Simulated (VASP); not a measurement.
# GeW (Fm-3m) in VASP: further runs

Runs on GeW. Level: PBE. Tasks: density of states, electric field gradients.

Program: VASP 6.6.1. These are calculated values, not measurements. Logs are shortened: lines on timing, memory, paths and dates and some standing lists are left out, and cuts for length are marked.

## 1. The cell of the first run

The structure is cubic, space group Fm-3m (No. 225). The conventional cell has a = 5.155 Å, b = 5.155 Å, c = 5.155 Å, α = 90.00°, β = 90.00°, γ = 90.00°. Ge (site symmetry m-3m) has 6 W at 2.58 Å within 3.4 Å. Within 3.4 Å of W (site symmetry m-3m) lie 6 Ge at 2.58 Å.

## 2. Density of states, PBE

Input file POSCAR:

```
GeW
1.0
    0.0000000000      2.5776100000      2.5776100000
    2.5776100000      0.0000000000      2.5776100000
    2.5776100000      2.5776100000      0.0000000000
Ge W
1 1
Direct
    0.5000000000      0.5000000000      0.5000000000
    0.0000000000      0.0000000000      0.0000000000
```

Input file INCAR.step1:

```
SYSTEM = GeW
PREC     = Accurate       ! precision mode
ENCUT    = 520            ! plane-wave cutoff, eV
EDIFF    = 1E-6           ! SCF threshold, eV
ISMEAR   = -1             ! smearing method
SIGMA    = 0.05           ! smearing width, eV
LREAL    = .False.        ! projectors in reciprocal space
LASPH    = .True.         ! aspherical terms in the spheres
NELM     = 80             ! most SCF steps
ALGO     = Normal         ! electronic algorithm
ISIF     = 2              ! what is computed and relaxed
LWAVE    = .False.        ! write WAVECAR
LCHARG   = .True.         ! write CHGCAR
LMAXMIX  = 4              ! l up to which the mixer works
GGA      = PE             ! functional
NBANDS   = 21             ! bands
```

Input file KPOINTS.step1:

```
Automatic mesh
0
Gamma
  9 9 9
  0 0 0
```

Input file INCAR.step2:

```
SYSTEM = GeW
PREC     = Accurate       ! precision mode
ENCUT    = 520            ! plane-wave cutoff, eV
EDIFF    = 1E-6           ! SCF threshold, eV
ISMEAR   = -5             ! smearing method
SIGMA    = 0.05           ! smearing width, eV
LREAL    = .False.        ! projectors in reciprocal space
LASPH    = .True.         ! aspherical terms in the spheres
NELM     = 80             ! most SCF steps
ALGO     = Normal         ! electronic algorithm
ISIF     = 2              ! what is computed and relaxed
LWAVE    = .False.        ! write WAVECAR
LCHARG   = .False.        ! write CHGCAR
LMAXMIX  = 4              ! l up to which the mixer works
GGA      = PE             ! functional
LORBIT   = 10             ! projections on sites
NEDOS    = 2001           ! points of the DOS
ICHARG   = 11             ! starting density
```

Input file KPOINTS.step2:

```
Automatic mesh
0
Gamma
  14 14 14
  0 0 0
```

Potentials or basis: VASP PAW PBE potentials, release 64 (Ge_d, W_sv).

Run with:

```
cat potpaw_PBE.64/Ge_d/POTCAR potpaw_PBE.64/W_sv/POTCAR > POTCAR
cp INCAR.step1 INCAR
cp KPOINTS.step1 KPOINTS
mpirun -np 1 vasp_std > vasp.out
cp INCAR.step2 INCAR
cp KPOINTS.step2 KPOINTS
mpirun -np 1 vasp_std > vasp.out
```

OUTCAR:

```text
SYSTEM = GeW
   PREC = Accurate
   ENCUT = 520
   EDIFF = 1E-6
   ISMEAR = -5
   LREAL = .False.
   LASPH = .True.
   NELM = 80
   ISIF = 2
   GGA = PE
   LORBIT = 10
   ICHARG = 11

 ion  position               nearest neighbor table
   1  0.500  0.500  0.500-   2 2.58   2 2.58   2 2.58   2 2.58   2 2.58   2 2.58
   2  0.000  0.000  0.000-   1 2.58   1 2.58   1 2.58   1 2.58   1 2.58   1 2.58

  LATTYP: Found a face centered cubic cell.
 ALAT       =     5.1552200000

  Lattice vectors:

 A1 = (   0.0000000000,   2.5776100000,   2.5776100000)
 A2 = (   2.5776100000,   0.0000000000,   2.5776100000)
 A3 = (   2.5776100000,   2.5776100000,   0.0000000000)

Analysis of symmetry for initial positions (statically):
=====================================================================
 Subroutine PRICEL returns:
 Original cell was already a primitive cell.

 Routine SETGRP: Setting up the symmetry group for a
 face centered cubic supercell.

 Subroutine GETGRP returns: Found 48 space group operations
 (whereof 48 operations were pure point group operations)
 out of a pool of 48 trial point group operations.

The static configuration has the point symmetry O_h .

Analysis of symmetry for dynamics (positions and initial velocities):
=====================================================================
 Subroutine PRICEL returns:
 Original cell was already a primitive cell.

 Routine SETGRP: Setting up the symmetry group for a
 face centered cubic supercell.

 Subroutine GETGRP returns: Found 48 space group operations
 (whereof 48 operations were pure point group operations)
 out of a pool of 48 trial point group operations.

The dynamic configuration has the point symmetry O_h .

 Subroutine INISYM returns: Found 48 space group operations
 (whereof 48 operations are pure point group operations),
 and found     1 'primitive' translations

----------------------------------------------------------------------------------------

                                     Primitive cell

  volume of cell :      34.2517

  direct lattice vectors                    reciprocal lattice vectors
     0.000000000  2.577610000  2.577610000    -0.193978143  0.193978143  0.193978143
     2.577610000  0.000000000  2.577610000     0.193978143 -0.193978143  0.193978143
     2.577610000  2.577610000  0.000000000     0.193978143  0.193978143 -0.193978143

  length of vectors
     3.645291021  3.645291021  3.645291021     0.335979998  0.335979998  0.335979998

  position of ions in fractional coordinates (direct lattice)
     0.500000000  0.500000000  0.500000000
     0.000000000  0.000000000  0.000000000

  ion indices of the primitive-cell ions
   primitive index   ion index
                 1           1
                 2           2

----------------------------------------------------------------------------------------

 KPOINTS: Automatic mesh

Automatic generation of k-mesh.
 Grid dimensions read from file:
 generate k-points for:   14   14   14

 Generating k-lattice:

  Cartesian coordinates                     Fractional coordinates (reciprocal lattice)
    -0.013855582  0.013855582  0.013855582     0.071428571  0.000000000  0.000000000
     0.013855582 -0.013855582  0.013855582     0.000000000  0.071428571  0.000000000
     0.013855582  0.013855582 -0.013855582     0.000000000  0.000000000  0.071428571

  Length of vectors
     0.023998571  0.023998571  0.023998571

  Shift w.r.t. Gamma in fractional coordinates (k-lattice)
     0.000000000  0.000000000  0.000000000

 TETIRR: Found    389 inequivalent tetrahedra from    16464

 Subroutine IBZKPT returns following result:
 ===========================================

 Found    104 irreducible k-points:

 Following reciprocal coordinates:
            Coordinates               Weight
  0.000000  0.000000  0.000000      1.000000
  0.071429  0.000000  0.000000      8.000000
  0.142857  0.000000  0.000000      8.000000
  0.214286  0.000000  0.000000      8.000000
  0.285714  0.000000  0.000000      8.000000
  0.357143  0.000000  0.000000      8.000000
[... 16 lines left out ...]
  0.214286  0.142857  0.000000     24.000000
  0.285714  0.142857  0.000000     24.000000
 [... further k-points ...]
   k-points           NKPTS =    104   k-points in BZ     NKDIM =    104   number of bands    NBANDS=     18
   number of dos      NEDOS =   2001   number of ions     NIONS =      2
   total plane-waves  NPLWV =  21952
   dimension x,y,z NGX =    28 NGY =   28 NGZ =   28
   dimension x,y,z NGXF=    56 NGYF=   56 NGZF=   56
   ions per type =               1   1
   NGX,Y,Z   is equivalent  to a cutoff of  12.77, 12.77, 12.77 a.u.
   NGXF,Y,Z  is equivalent  to a cutoff of  25.54, 25.54, 25.54 a.u.
 SYSTEM =  GeW
   PREC   = accura    normal or accurate (medium, high low for compatibility)
   ISTART =      0    job   : 0-new  1-cont  2-samecut
   ICHARG =     11    charge: 1-file 2-atom 10-const
   ISPIN  =      1    spin polarized calculation?
   LNONCOLLINEAR =      F non collinear calculations
   LSORBIT =      F    spin-orbit coupling
   LASPH  =      T    aspherical Exc in radial PAW
   ENCUT  =  520.0 eV  38.22 Ry    6.18 a.u.   6.78  6.78  6.78*2*pi/ulx,y,z
   NELM   =     80;   NELMIN=  2; NELMDL=  0     # of ELM steps
   EDIFF  = 0.1E-05   stopping-criterion for ELM
   LREAL  =      F    real-space projection
   EDIFFG = 0.1E-04   stopping-criterion for IOM
   NSW    =      0    number of steps for IOM
   IBRION =     -1    ionic relax: 0-MD 1-quasi-New 2-CG
   NFREE  =      0    steps in history (QN), initial steepest desc. (CG)
   ISIF   =      2    stress and relaxation
   ISYM   =      2    0-nonsym 1-usesym 2-fastsym
   POTIM  = 0.5000    time-step for ionic-motion
   TEBEG  =    0.0;   TEEND  =   0.0 temperature during run
   PSTRESS=    0.0 pullay stress
   NELECT =      28.0000    total number of electrons
   NUPDOWN=      -1.0000    fix difference up-down
   EMIN   =  10.00;   EMAX   =-10.00  energy-range for DOS
   EFERMI =   0.00;   METHOD = LEGACY
   ISMEAR =    -5;   SIGMA  =   0.05  broadening in eV -4-tet -1-fermi 0-gaus
   EFERMI_NEDOS =   21; number of points for ismear=-14 and -15
   IALGO  =     38    algorithm
   IMIX   =      4    mixing-type and parameters
     AMIX     =   0.40;   BMIX     =  1.00
     AMIX_MAG =   1.60;   BMIX_MAG =  1.00
  volume/ion in A,a.u.               =      17.13       115.57
  Fermi-wavevector in a.u.,A,eV,Ry     =   1.530736  2.892672 31.880529  2.343153
  Thomas-Fermi vector in A             =   2.638178
   LORBIT       =     10    0 simple, 1 ext, 2 COOP (PROOUT), +10 PAW based schemes
   GGA     = PE    functional components
   LHFCALC =     F    Hartree Fock is set to
   AEXX    =    0.0000 exact exchange contribution
   IVDW    =     0    specifies the selected vdW correction
   LEPSILON=     F    determine dielectric tensor
   LRPA    =     F    only Hartree local field effects (RPA)
 non-spin polarized calculation
 Fermi weights with tetrahedron method with Bloechl corrections
  energy-cutoff  :      520.00
  volume of cell :       34.25
 maximum number of plane-waves:       941

 number of electron      27.9999991 magnetization

 Free energy of the ion-electron system (eV)
  ---------------------------------------------------
  ext. energy  EPLUGINS =         0.00000000
  ---------------------------------------------------
  free energy    TOTEN  =       -15.71473205 eV

  energy without entropy =      -15.71473205  energy(sigma->0) =      -15.71473205

 E-fermi :   9.1092     XC(G=0): -12.4187

 val. band max:        9.1124461959   @ k =   0.4286   0.0714   0.0000
 cond. band min:       9.0678291171   @ k =   0.3571   0.0000   0.0000
 fundamental gap:     -0.0446170788
 Fermi energy:         9.1091703036

 k-point     1 :       0.0000    0.0000    0.0000
  band No.  band energies     occupation
      1     -65.4399      2.00000
      2     -29.6270      2.00000
      3     -29.6270      2.00000
      4     -29.6270      2.00000
      5     -15.3988      2.00000
      6     -15.3988      2.00000
[... 10 lines left out ...]
     17      11.4836      0.00000
     18      11.4836      0.00000

 k-point     2 :       0.0714    0.0000    0.0000
  band No.  band energies     occupation
      1     -65.4397      2.00000
      2     -29.6321      2.00000
      3     -29.6279      2.00000
      4     -29.6279      2.00000
      5     -15.3970      2.00000
      6     -15.3970      2.00000
[... 10 lines left out ...]
     17      11.8762      0.00000
     18      11.8762      0.00000

 k-point     3 :       0.1429    0.0000    0.0000
  band No.  band energies     occupation
      1     -65.4393      2.00000
      2     -29.6463      2.00000
      3     -29.6305      2.00000
      4     -29.6305      2.00000
      5     -15.3918      2.00000
      6     -15.3918      2.00000
[... 10 lines left out ...]
     17      12.7997      0.00000
     18      12.7997      0.00000

 k-point     4 :       0.2143    0.0000    0.0000
  band No.  band energies     occupation
      1     -65.4386      2.00000
      2     -29.6668      2.00000
      3     -29.6342      2.00000
      4     -29.6342      2.00000
      5     -15.3843      2.00000
      6     -15.3843      2.00000
[... 375 lines left out ...]
      4     -29.6340      2.00000
      5     -15.3966      2.00000
      6     -15.3853      2.00000
[... 10 lines left out ...]
     17      11.9088      0.00000
     18      12.3503      0.00000

 k-point    23 :       0.2143    0.1429    0.0000
  band No.  band energies     occupation
      1     -65.4386      2.00000
      2     -29.6603      2.00000
      3     -29.6378      2.00000
      4     -29.6374      2.00000
      5     -15.3939      2.00000
      6     -15.3800      2.00000
[... 10 lines left out ...]
     17      12.2795      0.00000
     18      13.3494      0.00000

 k-point    24 :       0.2857    0.1429    0.0000
  band No.  band energies     occupation
      1     -65.4380      2.00000
      2     -29.6781      2.00000
      3     -29.6419      2.00000
      4     -29.6416      2.00000
      5     -15.3883      2.00000
      6     -15.3747      2.00000
[... 10 lines left out ...]
     17      12.9021      0.00000
     18      14.5405      0.00000

 [... further k-points ...]

------------------------ aborting loop because EDIFF is reached ----------------------------------------

  FORCE on cell =-STRESS in cart. coord.  units (eV):
  Direction    XX          YY          ZZ          XY          YZ          ZX
  --------------------------------------------------------------------------------------
  -------------------------------------------------------------------------------------
  Total       -0.0557497     -0.0557497     -0.0557497      0.0000000     -0.0000000      0.0000000
  in kB       -2.6077815     -2.6077815     -2.6077815      0.0000000     -0.0000000      0.0000000
  external PRESSURE =      -2.6077815 kB  Pullay stress =       0.0000000 kB

 VOLUME and BASIS-vectors are now :
 -----------------------------------------------------------------------------
  energy-cutoff  :      520.00
  volume of cell :       34.25
      direct lattice vectors                 reciprocal lattice vectors
     0.000000000  2.577610000  2.577610000    -0.193978143  0.193978143  0.193978143
     2.577610000  0.000000000  2.577610000     0.193978143 -0.193978143  0.193978143
     2.577610000  2.577610000  0.000000000     0.193978143  0.193978143 -0.193978143

 POSITION                                       TOTAL-FORCE (eV/Angst)
 -----------------------------------------------------------------------------------
      2.57761      2.57761      2.57761         0.000000      0.000000      0.000000
      0.00000      0.00000      0.00000        -0.000000     -0.000000     -0.000000
 -----------------------------------------------------------------------------------
    total drift:                                0.000000      0.000000      0.000000

  FREE ENERGIE OF THE ION-ELECTRON SYSTEM (eV)
  ---------------------------------------------------
  free  energy   TOTEN  =       -15.7147320512 eV

  energy  without entropy=      -15.7147320512  energy(sigma->0) =      -15.71473205

 total charge

# of ion       s       p       d       tot
------------------------------------------
    1        1.120   1.417  10.090  12.627
    2        2.302   6.191   3.429  11.922
--------------------------------------------------
tot          3.422   7.608  13.519  24.549
```

Run time: 1.7 min. Hardware: 1 thread of Intel Xeon 8259CL, shared host; peak memory 0.2 GiB.

Results:

```
Valence electrons inside the program's atomic spheres : Ge 12.63; W 11.92
```

Levels at points of the mesh, in eV from the Fermi level:
| k point | band 10 | band 11 | band 12 | band 13 | band 14 | band 15 | band 16 | band 17 | band 18 |
| --- | --- | --- | --- | --- | --- | --- | --- | --- | --- |
| (0.00, 0.00, 0.00) | -12.38 | -1.66 | -1.66 | -1.66 | -0.92 | -0.92 | 2.37 | 2.37 | 2.37 |
| (0.50, 0.00, 0.00) | -8.75 | -7.06 | -3.79 | -3.79 | 0.45 | 0.45 | 1.19 | 4.56 | 7.53 |
| (0.50, 0.50, 0.00) | -9.75 | -4.28 | -3.42 | -0.47 | -0.47 | 0.05 | 1.13 | 1.13 | 1.46 |

Caveat: spin-orbit coupling is left out, which moves the levels of the heavy elements; tetrahedron occupations give inexact forces and stress in metals.

(Part 1 of 2 ends here.)
